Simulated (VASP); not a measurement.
# Ga2O3 (R-3c) in VASP: single point with PBE

Aim: the single point of Ga2O3 with PBE.

Program: VASP 6.6.1. These are calculated values, not measurements. Logs are shortened: lines on timing, memory, paths and dates and some standing lists are left out, and cuts for length are marked.

### Step 1. The cell of the first run

It takes space group R-3c (No. 167, trigonal). Conventional cell: a = 5.058 Å, b = 5.058 Å, c = 13.624 Å, α = 90.00°, β = 90.00°, γ = 120.00°. Within 2.6 Å of Ga (site symmetry 3) lie 6 O at 1.95 to 2.10 Å. O (site symmetry 2) has 4 Ga at 1.95 to 2.10 Å and 8 O at 2.66 to 2.88 Å within 2.9 Å. Within 2.9 Å of O (site symmetry 2) lie 4 Ga at 1.95 to 2.10 Å and 8 O at 2.66 to 2.88 Å.

### Step 2. Single point, PBE

The input, INCAR:

```
SYSTEM = Ga2O3
PREC = Accurate
ENCUT = 520
EDIFF = 1E-6
ISMEAR = -1
SIGMA = 0.01
LREAL = Auto
LASPH = .TRUE.
NELM = 100
ALGO = Normal
ISIF = 2
LWAVE = .FALSE.
LCHARG = .FALSE.
GGA = PE
NBANDS = 202
```

The input, KPOINTS:

```
Automatic mesh
0
Gamma
  2 2 2
  0.5 0.5 0.5
```

The input, POSCAR:

```
Ga2O3
1.0
    2.5289754500      1.4601046700      4.5413080100
   -5.0579508900      2.9202093400      9.0826160100
    0.0000000000     -5.8404185800      9.0826160400
Ga O
16 24
Direct
    0.8558413500      0.4279206750      0.4279206750
    0.6441586500      0.3220793250      0.3220793250
    0.1441586500      0.0720793250      0.0720793250
    0.3558413500      0.1779206750      0.1779206750
    0.8558413500      0.4279206750      0.9279206750
    0.6441586500      0.3220793250      0.8220793250
    0.1441586500      0.0720793250      0.5720793250
    0.3558413500      0.1779206750      0.6779206750
    0.8558413500      0.9279206750      0.4279206750
    0.6441586500      0.8220793250      0.3220793250
    0.1441586500      0.5720793250      0.0720793250
    0.3558413500      0.6779206750      0.1779206750
    0.8558413500      0.9279206750      0.9279206750
    0.6441586500      0.8220793250      0.8220793250
    0.1441586500      0.5720793250      0.5720793250
    0.3558413500      0.6779206750      0.6779206750
    0.7500000000      0.2234501550      0.0265498450
    0.4469003100      0.0265498450      0.3750000000
    0.0530996900      0.3750000000      0.2234501550
    0.2500000000      0.2765498450      0.4734501550
    0.9469003100      0.1250000000      0.2765498450
    0.5530996900      0.4734501550      0.1250000000
    0.7500000000      0.2234501550      0.5265498450
    0.4469003100      0.0265498450      0.8750000000
    0.0530996900      0.3750000000      0.7234501550
    0.2500000000      0.2765498450      0.9734501550
    0.9469003100      0.1250000000      0.7765498450
    0.5530996900      0.4734501550      0.6250000000
    0.7500000000      0.7234501550      0.0265498450
    0.4469003100      0.5265498450      0.3750000000
    0.0530996900      0.8750000000      0.2234501550
    0.2500000000      0.7765498450      0.4734501550
    0.9469003100      0.6250000000      0.2765498450
    0.5530996900      0.9734501550      0.1250000000
    0.7500000000      0.7234501550      0.5265498450
    0.4469003100      0.5265498450      0.8750000000
    0.0530996900      0.8750000000      0.7234501550
    0.2500000000      0.7765498450      0.9734501550
    0.9469003100      0.6250000000      0.7765498450
    0.5530996900      0.9734501550      0.6250000000
```

Potentials or basis: VASP PAW PBE potentials, release 64 (Ga_d, O).

Started as:

```bash
$ cat potpaw_PBE.64/Ga_d/POTCAR potpaw_PBE.64/O/POTCAR > POTCAR
$ mpirun -np 1 vasp_std > vasp.out
```

OUTCAR:

```text
SYSTEM = Ga2O3
   PREC = Accurate
   ENCUT = 520
   EDIFF = 1E-6
   ISMEAR = -1
   LREAL = Auto
   LASPH = .TRUE.
   NELM = 100
   ISIF = 2
   GGA = PE

 ion  position               nearest neighbor table
   1  0.856  0.428  0.428-  28 1.95  33 1.95  20 1.95  19 2.10  23 2.10  30 2.10   2 2.88
   2  0.644  0.322  0.322-  22 1.95  21 1.95  20 1.95  23 2.10  30 2.10  19 2.10   1 2.88
   3  0.144  0.072  0.072-  24 1.95  31 1.95  17 1.95  21 2.10  26 2.10  34 2.10   4 2.88
   4  0.356  0.178  0.178-  18 1.95  19 1.95  17 1.95  26 2.10  34 2.10  21 2.10   3 2.88
   5  0.856  0.428  0.928-  22 1.95  39 1.95  26 1.95  25 2.10  17 2.10  36 2.10   6 2.88
   6  0.644  0.322  0.822-  28 1.95  27 1.95  26 1.95  17 2.10  36 2.10  25 2.10   5 2.88
[... 8 lines left out ...]
  15  0.144  0.572  0.572-  30 1.95  25 1.95  35 1.95  39 2.10  32 2.10  28 2.10  16 2.88
  16  0.356  0.678  0.678-  36 1.95  37 1.95  35 1.95  32 2.10  28 2.10  39 2.10  15 2.88
  17  0.750  0.223  0.027-   4 1.95   3 1.95   6 2.10   5 2.10
  18  0.447  0.027  0.375-   7 1.95   4 1.95  10 2.10   9 2.10
  19  0.053  0.375  0.223-  11 1.95   4 1.95   1 2.10   2 2.10
  20  0.250  0.277  0.473-   2 1.95   1 1.95   8 2.10   7 2.10
  21  0.947  0.125  0.277-   9 1.95   2 1.95   3 2.10   4 2.10
  22  0.553  0.473  0.125-   5 1.95   2 1.95  12 2.10  11 2.10
[... 16 lines left out ...]
  39  0.947  0.625  0.777-   5 1.95  14 1.95  15 2.10  16 2.10
  40  0.553  0.973  0.625-   9 1.95  14 1.95   8 2.10   7 2.10

  LATTYP: Found a base centered monoclinic cell.
 ALAT       =    14.7964817495
 B/A-ratio  =     0.6836693984
 C/A-ratio  =     0.3648959286
 COS(beta)  =    -0.0893299994

  Lattice vectors:

 A1 = (   7.5869263400,  -1.4601046700,  -4.5413080000)
 A2 = (   2.5289754500,   7.3005232500,  -4.5413080300)
 A3 = (   2.5289754500,   1.4601046700,   4.5413080100)

Analysis of symmetry for initial positions (statically):
=====================================================================
 Subroutine PRICEL returns following result:

  LATTYP: Found a trigonal (rhomboedric) cell.
 ALAT       =     5.3991759413
 COS(alpha) =     0.5612023825

  Lattice vectors:

 A1 = (   2.5289754500,   1.4601046700,   4.5413080100)
 A2 = (  -2.5289754450,   1.4601046700,   4.5413080050)
 A3 = (   0.0000000000,  -2.9202092900,   4.5413080200)

   4 primitive cells build up your supercell.

 Routine SETGRP: Setting up the symmetry group for a
 base centered monoclinic supercell.

 Subroutine GETGRP returns: Found  4 space group operations
 (whereof  2 operations were pure point group operations)
 out of a pool of  4 trial point group operations.

The static configuration has the point symmetry S_2 .
 The point group associated with its full space group is C_2h.

Analysis of symmetry for dynamics (positions and initial velocities):
=====================================================================
 Subroutine PRICEL returns following result:

  LATTYP: Found a trigonal (rhomboedric) cell.
 ALAT       =     5.3991759413
 COS(alpha) =     0.5612023825

  Lattice vectors:

 A1 = (   2.5289754500,   1.4601046700,   4.5413080100)
 A2 = (  -2.5289754450,   1.4601046700,   4.5413080050)
 A3 = (   0.0000000000,  -2.9202092900,   4.5413080200)

   4 primitive cells build up your supercell.

 Routine SETGRP: Setting up the symmetry group for a
 base centered monoclinic supercell.

 Subroutine GETGRP returns: Found  4 space group operations
 (whereof  2 operations were pure point group operations)
 out of a pool of  4 trial point group operations.

The dynamic configuration has the point symmetry S_2 .
 The point group associated with its full space group is C_2h.

 Subroutine INISYM returns: Found  4 space group operations
 (whereof  2 operations are pure point group operations),
 and found     4 'primitive' translations

----------------------------------------------------------------------------------------

                                     Primitive cell

  volume of cell :     100.6146

  direct lattice vectors                    reciprocal lattice vectors
     2.528975450  1.460104670  4.541308010     0.197708523  0.114147069  0.073400291
    -2.528975445  1.460104670  4.541308005    -0.197708523  0.114147069  0.073400291
     0.000000000 -2.920209290  4.541308020    -0.000000000 -0.228294138  0.073400293

  length of vectors
     5.399175948  5.399175941  5.399175940     0.239803703  0.239803704  0.239803704

  position of ions in fractional coordinates (direct lattice)
     0.855841350  0.855841350  0.855841350
     0.644158650  0.644158650  0.644158650
     0.144158650  0.144158650  0.144158650
     0.355841350  0.355841350  0.355841350
     0.750000000  0.446900310  0.053099690
     0.446900310  0.053099690  0.750000000
     0.053099690  0.750000000  0.446900310
     0.250000000  0.553099690  0.946900310
     0.946900310  0.250000000  0.553099690
     0.553099690  0.946900310  0.250000000

  ion indices of the primitive-cell ions
   primitive index   ion index
                 1           1
                 2           2
                 3          15
                 4           4
                 5          23
                 6          30
                 7          19
                 8          20
                 9          33
                10          28

----------------------------------------------------------------------------------------

 KPOINTS: Automatic mesh

Automatic generation of k-mesh.
 Grid dimensions read from file:
 generate k-points for:    2    2    2

 Generating k-lattice:

  Cartesian coordinates                     Fractional coordinates (reciprocal lattice)
     0.098854261  0.057073535  0.036700146     0.500000000  0.000000000  0.000000000
    -0.049427131  0.028536767  0.018350073     0.000000000  0.500000000  0.000000000
    -0.000000000 -0.057073534  0.018350073     0.000000000  0.000000000  0.500000000

  Length of vectors
     0.119901852  0.059950926  0.059950926

  Shift w.r.t. Gamma in fractional coordinates (k-lattice)
     0.500000000  0.500000000  0.500000000

 Subroutine IBZKPT returns following result:
 ===========================================

 Found      3 irreducible k-points:

 Following reciprocal coordinates:
            Coordinates               Weight
  0.250000  0.250000  0.250000      2.000000
 -0.250000  0.250000  0.250000      2.000000
  0.250000 -0.250000  0.250000      4.000000
   k-points           NKPTS =      3   k-points in BZ     NKDIM =      3   number of bands    NBANDS=    202
   number of dos      NEDOS =    301   number of ions     NIONS =     40
   total plane-waves  NPLWV = 256000
   dimension x,y,z NGX =    40 NGY =   80 NGZ =   80
   dimension x,y,z NGXF=    80 NGYF=  160 NGZF=  160
   ions per type =              16  24
   NGX,Y,Z   is equivalent  to a cutoff of  12.32, 12.32, 12.32 a.u.
   NGXF,Y,Z  is equivalent  to a cutoff of  24.63, 24.63, 24.63 a.u.
 SYSTEM =  Ga2O3
   PREC   = accura    normal or accurate (medium, high low for compatibility)
   ISTART =      0    job   : 0-new  1-cont  2-samecut
   ICHARG =      2    charge: 1-file 2-atom 10-const
   ISPIN  =      1    spin polarized calculation?
   LNONCOLLINEAR =      F non collinear calculations
   LSORBIT =      F    spin-orbit coupling
   LASPH  =      T    aspherical Exc in radial PAW
   ENCUT  =  520.0 eV  38.22 Ry    6.18 a.u.  10.04 20.08 20.08*2*pi/ulx,y,z
   NELM   =    100;   NELMIN=  2; NELMDL= -5     # of ELM steps
   EDIFF  = 0.1E-05   stopping-criterion for ELM
   LREAL  =      T    real-space projection
   EDIFFG = 0.1E-04   stopping-criterion for IOM
   NSW    =      0    number of steps for IOM
   IBRION =     -1    ionic relax: 0-MD 1-quasi-New 2-CG
   NFREE  =      0    steps in history (QN), initial steepest desc. (CG)
   ISIF   =      2    stress and relaxation
   ISYM   =      2    0-nonsym 1-usesym 2-fastsym
   POTIM  = 0.5000    time-step for ionic-motion
   TEBEG  =    0.0;   TEEND  =   0.0 temperature during run
   PSTRESS=    0.0 pullay stress
   NELECT =     352.0000    total number of electrons
   NUPDOWN=      -1.0000    fix difference up-down
   EMIN   =  10.00;   EMAX   =-10.00  energy-range for DOS
   EFERMI =   0.00;   METHOD = LEGACY
   ISMEAR =    -1;   SIGMA  =   0.01  broadening in eV -4-tet -1-fermi 0-gaus
   EFERMI_NEDOS =   21; number of points for ismear=-14 and -15
   IALGO  =     38    algorithm
   IMIX   =      4    mixing-type and parameters
     AMIX     =   0.40;   BMIX     =  1.00
     AMIX_MAG =   1.60;   BMIX_MAG =  1.00
  volume/ion in A,a.u.               =      10.06        67.90
  Fermi-wavevector in a.u.,A,eV,Ry     =   1.565605  2.958564 33.349486  2.451118
  Thomas-Fermi vector in A             =   2.668056
   LORBIT       =      0    0 simple, 1 ext, 2 COOP (PROOUT), +10 PAW based schemes
   GGA     = PE    functional components
   LHFCALC =     F    Hartree Fock is set to
   AEXX    =    0.0000 exact exchange contribution
   IVDW    =     0    specifies the selected vdW correction
   LEPSILON=     F    determine dielectric tensor
   LRPA    =     F    only Hartree local field effects (RPA)
 non-spin polarized calculation
  energy-cutoff  :      520.00
  volume of cell :      402.46
 maximum number of plane-waves:     10842
   NGX = 21   NGY = 41   NGZ = 41

 number of electron     352.0000014 magnetization

 Free energy of the ion-electron system (eV)
  ---------------------------------------------------
  ext. energy  EPLUGINS =         0.00000000
  ---------------------------------------------------
  free energy    TOTEN  =      -237.63276428 eV

  energy without entropy =     -237.63276428  energy(sigma->0) =     -237.63276428

 E-fermi :   4.2742     XC(G=0): -11.9613

 val. band max:        4.0088259338   @ k =   0.2500   0.2500   0.2500
 cond. band min:       7.5924455935   @ k =   0.2500   0.2500   0.2500
 fundamental gap:      3.5836196597
 Fermi energy:         4.2742095674

 k-point     1 :       0.2500    0.2500    0.2500
  band No.  band energies     occupation
      1     -14.4191      2.00000
      2     -13.6105      2.00000
      3     -13.6105      2.00000
      4     -13.6057      2.00000
      5     -13.5662      2.00000
      6     -13.5662      2.00000
[... 180 lines left out ...]
    187      10.7776      0.00000
    188      10.8536      0.00000

 k-point     2 :      -0.2500    0.2500    0.2500
  band No.  band energies     occupation
      1     -14.1368      2.00000
      2     -14.0769      2.00000
      3     -13.8444      2.00000
      4     -13.8444      2.00000
      5     -13.2444      2.00000
      6     -13.1963      2.00000
[... 180 lines left out ...]
    187      11.0154      0.00000
    188      11.0154      0.00000

 k-point     3 :       0.2500   -0.2500    0.2500
  band No.  band energies     occupation
      1     -14.1932      2.00000
      2     -14.1613      2.00000
      3     -13.6986      2.00000
      4     -13.6353      2.00000
      5     -13.4293      2.00000
      6     -13.4199      2.00000
[... 180 lines left out ...]
    187      10.9844      0.00000
    188      11.1063      0.00000
 [bands above 188 left out]

------------------------ aborting loop because EDIFF is reached ----------------------------------------

  FORCE on cell =-STRESS in cart. coord.  units (eV):
  Direction    XX          YY          ZZ          XY          YZ          ZX
  --------------------------------------------------------------------------------------
  -------------------------------------------------------------------------------------
  Total        2.5663573      2.4448327      2.2022004      0.1052434      0.0183545      0.0317905
  in kB       10.2166123      9.7328253      8.7669113      0.4189718      0.0730689      0.1265574
  external PRESSURE =       9.5721163 kB  Pullay stress =       0.0000000 kB

 VOLUME and BASIS-vectors are now :
 -----------------------------------------------------------------------------
  energy-cutoff  :      520.00
  volume of cell :      402.46
      direct lattice vectors                 reciprocal lattice vectors
     2.528975450  1.460104670  4.541308010     0.197708523  0.114147069  0.073400291
    -5.057950890  2.920209340  9.082616010    -0.098854261  0.057073535  0.036700146
     0.000000000 -5.840418580  9.082616040    -0.000000000 -0.114147069  0.036700146

 POSITION                                       TOTAL-FORCE (eV/Angst)
 -----------------------------------------------------------------------------------
      0.00000      0.00000     11.65992        -0.002010     -0.000266      0.009797
      0.00000      0.00000      8.77597         0.001236      0.001608     -0.009797
      0.00000      0.00000      1.96401         0.002010      0.000266     -0.009797
      0.00000      0.00000      4.84796        -0.001236     -0.001608      0.009797
      0.00000     -2.92021     16.20123        -0.002010     -0.000266      0.009797
      0.00000     -2.92021     13.31728         0.001236      0.001608     -0.009797
[... 32 lines left out ...]
     -0.76653     -1.32767     17.02991         0.000849      0.000615     -0.002524
     -3.52489      0.00000     17.02991        -0.000957     -0.000428      0.002524
 -----------------------------------------------------------------------------------
    total drift:                                0.000000      0.000000     -0.000000

  FREE ENERGIE OF THE ION-ELECTRON SYSTEM (eV)
  ---------------------------------------------------
  free  energy   TOTEN  =      -237.6327642757 eV

  energy  without entropy=     -237.6327642757  energy(sigma->0) =     -237.63276428
```

Wall time 24 min (1 thread of Oxide Virtual Turin-like, shared host); peak memory 0.59 GiB.

What came out:

- Free energy: -237.6328 eV
- Pressure: 1.0 GPa
- Largest force: 0.033 eV/Å
- Band gap on the k mesh: 3.58 eV

Forces on the atoms (eV/Å):
```
Ga  -0.002  0.000  0.010
Ga   0.001  0.002 -0.010
Ga   0.002  0.000 -0.010
Ga  -0.001 -0.002  0.010
Ga  -0.002  0.000  0.010
Ga   0.001  0.002 -0.010
Ga   0.002  0.000 -0.010
Ga  -0.001 -0.002  0.010
Ga  -0.002  0.000  0.010
Ga   0.001  0.002 -0.010
Ga   0.002  0.000 -0.010
Ga  -0.001 -0.002  0.010
Ga  -0.002  0.000  0.010
Ga   0.001  0.002 -0.010
Ga   0.002  0.000 -0.010
Ga  -0.001 -0.002  0.010
O   -0.017  0.029  0.000
O    0.001  0.000 -0.003
O   -0.001 -0.001  0.003
O    0.017 -0.029  0.000
O    0.001  0.001 -0.003
O   -0.001  0.000  0.003
O   -0.017  0.029  0.000
O    0.001  0.000 -0.003
O   -0.001 -0.001  0.003
O    0.017 -0.029  0.000
O    0.001  0.001 -0.003
O   -0.001  0.000  0.003
O   -0.017  0.029  0.000
O    0.001  0.000 -0.003
O   -0.001 -0.001  0.003
O    0.017 -0.029  0.000
O    0.001  0.001 -0.003
O   -0.001  0.000  0.003
O   -0.017  0.029  0.000
O    0.001  0.000 -0.003
O   -0.001 -0.001  0.003
O    0.017 -0.029  0.000
O    0.001  0.001 -0.003
O   -0.001  0.000  0.003
```

Stress tensor (GPa, compression positive):
```
1.02 0.04 0.01
0.04 0.97 0.01
0.01 0.01 0.88
```

Caveat: the k points lie up to 0.58 Å⁻¹ apart; a shifted mesh leaves out Γ, where band edges can lie.
